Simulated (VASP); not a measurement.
# H4CO: single point with PBE+D3(BJ)

H4CO:

```
H O C
1.0
     7.58742    0.00000    0.00000
     0.00000    7.58742    0.00000
     0.00000    0.00000    7.58742
H O C
24 6 6
Cartesian
  4.4093 2.1204 0.5138
  4.8976 2.3619 0.9978
  0.3375 4.8168 4.7623
  -0.0296 4.1849 4.7166
  2.1591 1.4018 3.0148
  1.8092 0.7675 3.0145
  5.7516 5.0546 3.0926
  6.4899 5.0513 3.2390
  3.2045 6.5200 3.6699
  3.8939 6.2887 3.7084
  2.7855 5.7489 5.4652
  2.1702 5.6444 5.8727
  4.8969 6.0490 7.7026
  5.5728 6.6034 9.2057
  7.0344 0.1432 5.0544
  6.8689 1.0387 3.4321
  0.1021 3.2188 7.0829
  -0.4933 1.5920 7.7639
  0.6722 4.8256 1.8281
  1.1127 5.8459 0.4237
  3.1245 3.4603 5.0998
  4.3470 2.3232 4.0753
  2.6541 0.2025 7.0269
  0.7818 0.3623 6.9180
  6.7182 6.7330 7.5250
  5.1411 0.3935 4.4269
  -0.3156 3.1223 9.0365
  2.6268 4.7296 1.2610
  5.1253 3.3270 5.6772
  1.9186 1.8883 6.2951
  5.7046 6.5185 8.1134
  6.3269 0.5043 4.2644
  -0.2996 2.6614 7.9524
  1.4763 5.0939 1.1194
  4.1676 3.0562 4.9370
  1.7678 0.7707 6.8165
```

- Program: VASP 6.6.1
- Task: single point
- Functional: PBE
- Dispersion: D3(BJ)
- Potentials or basis: VASP PAW PBE potentials, release 64 (H, O, C)
- Cutoff: 520 eV
- k mesh: 1 × 1 × 1
- Occupations: fermi-dirac, width 0.02 eV
- Spin: no spin polarisation

The pressure is 2.5 GPa. The largest force is 3.693 eV/Å. The band gap on the k mesh is 2.53 eV. The dispersion energy per atom is -0.036 eV.

Forces in eV/Å, atoms in the order of the input:
```
H   -0.565 -0.252 -0.503
H    0.355  0.181  0.572
H    0.408  0.518  0.107
H   -0.261 -0.556  0.047
H    0.444  0.867 -0.023
H   -0.475 -0.848 -0.021
H    0.056  0.011 -0.003
H   -0.258 -0.001 -0.062
H   -0.682  0.116 -0.208
H    0.576 -0.286 -0.064
H    0.080  0.038  0.013
H   -0.167 -0.067  0.171
H   -2.829 -1.328 -1.967
H    0.333  0.672  0.431
H   -0.059 -0.188 -0.113
H   -0.663 -0.141 -0.164
H   -0.355  0.132 -0.242
H   -0.481 -0.240 -0.067
H    0.227 -0.206  0.133
H    0.216  0.327 -1.149
H    0.758 -0.086 -0.136
H   -0.529  0.723  0.648
H    0.753 -0.850  0.645
H   -0.789 -0.684  0.392
O    2.124  0.847 -1.258
O   -0.927 -0.045 -0.339
O   -0.772  0.933  3.488
O    0.382 -0.180 -0.431
O   -1.194 -0.105 -0.719
O   -0.303 -0.919  0.615
C    0.057 -0.205  2.666
C    2.004  0.370  0.686
C    1.043 -1.167 -3.192
C   -0.196  0.606  1.635
C    0.978 -0.181  0.161
C    0.710  2.196 -1.748
```

Stress tensor (GPa, compression positive):
```
3.21 1.04 0.03
1.04 1.95 0.52
0.03 0.52 2.29
```

Levels at points of the mesh, in eV from the valence-band top:
```csv
k point,band 38,band 39,band 40,band 41,band 42,band 43,band 44,band 45,band 46,band 47
"(0.00, 0.00, 0.00)",-0.94,-0.72,-0.64,-0.07,0.00,2.53,2.75,2.88,3.17,3.34
```

It took 28 s on 1 thread of Intel(R) Xeon(R) 6975P-C (Granite Rapids), on a shared host, peak memory 0.39 GiB.

Caveat: the k points lie up to 0.83 Å⁻¹ apart.
